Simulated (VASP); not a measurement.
Crystal: TaAs.

```xyz
4
Lattice="-1.7218 1.7218 5.8679 1.7218 -1.7218 5.8679 1.7218 1.7218 -5.8679" Properties=species:S:1:pos:R:3 pbc="T T T"
Ta    0.0000    0.0000    5.8676
Ta    1.7218    0.0000    2.9336
As    0.0000    0.0000    0.9698
As    0.0000    1.7218    3.9037
```

Base run:

```yaml
Program: VASP 6.6.1
Functional: LDA
Potentials_or_basis: VASP PAW LDA potentials, release 64 (Ta_pv, As)
Cutoff: 520 eV
k_mesh: 11 × 11 × 11
Occupations: fermi-dirac, width 0.05 eV
Spin: no spin polarisation
Hubbard_terms: Ta d U = 6.0 eV
```

Its results: band gap on the k mesh zero (bands 16 and 17 overlap by 0.02 eV); pressure 3.1 GPa; largest force 0.022 eV/Å.

The run is repeated on the same cell with these changes: hubbard terms from Ta d U = 6.0 eV to Ta d U = 1.0 eV. What comes out?

Band gap on the k mesh zero (filled and empty bands touch); pressure -5.1 GPa; largest force 0.021 eV/Å.

Caveats: spin-orbit coupling is left out, which moves the levels of the heavy elements; U without spin polarisation on a metal has little footing; the U is typed as a test and isn't derived for this compound; the cell stands under pressure (at least some runs); the cell stands under tension (at least some runs).
